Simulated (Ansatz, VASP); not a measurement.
# Be: VASP beside Ansatz

INCAR

```
ALGO = Normal
EDIFF = 1E-6
ENCUT = 520
GGA = PS
ISIF = 2
ISMEAR = 0
LASPH = True
LCHARG = True
LELF = True
LREAL = False
LVHAR = True
LWAVE = False
NBANDS = 12
NELM = 80
PREC = Accurate
SIGMA = 0.1
```

Contents of KPOINTS:

```
k-points
0
Gamma
  10 10 16
```

The input POSCAR:

```
Be
1.0
    3.8187528288      0.0000000000      0.0000000000
    0.0000000000      3.8187528288      0.0000000000
    0.0000000000      0.0000000000      2.1882037760
Be
4
Direct
    0.3101622946      0.3629010076      0.0000000000
    0.6898377054      0.6370989924      0.0000000000
    0.1370989924      0.8101622946      0.5000000000
    0.8629010076      0.1898377054      0.5000000000
```

Input for Ansatz:

```yaml
crystal:
  lattice:
    - [3.8187528288, 0.0, 0.0]
    - [0.0, 3.8187528288, 0.0]
    - [0.0, 0.0, 2.188203776]
  atoms:
    - { symbol: Be, position: [0.3101622946, 0.3629010076, 0.0] }
    - { symbol: Be, position: [0.6898377054, 0.6370989924, 0.0] }
    - { symbol: Be, position: [0.1370989924, 0.8101622946, 0.5] }
    - { symbol: Be, position: [0.8629010076, 0.1898377054, 0.5] }
basis:
  ecutwfc: 420
kpoints:
  mp_grid: { grid: [10, 10, 16] }
hamiltonian:
  xc: pbesol
scf:
  occupations: { method: gaussian, width: 0.1 }
output:
  forces: true
  stress: true
  eigenvalues: true
```

Alike in both runs: task single point; functional PBEsol; k mesh 10 × 10 × 16; occupations gaussian, width 0.1 eV; no spin polarisation.

|  | VASP | Ansatz |
| --- | --- | --- |
| version | VASP 6.6.1 | Ansatz 0.2.0 |
| potentials or method | VASP PAW PBE potentials, release 64 (Be), cutoff 520 eV | scalar-relativistic, plane waves, PAW |
| valence electrons in the cell | 8 | 8 |

```tsv
	VASP	Ansatz	Ansatz less VASP
gap on the k mesh at the Fermi level (eV)	none	none	-
pressure (GPa)	11.2	10.8	-0.39
traceless stress, the component that is largest in VASP (GPa)	-9.84	-9.79	+0.051
rms of the force components (eV/Å)	1.739	1.731	-0.0077
```

VASP's potentials were made for PBE, not for PBEsol. Atom by atom the forces differ by 0.009 eV/Å (rms over components). A gap of «none» marks a metal or a gap that the smearing closes.
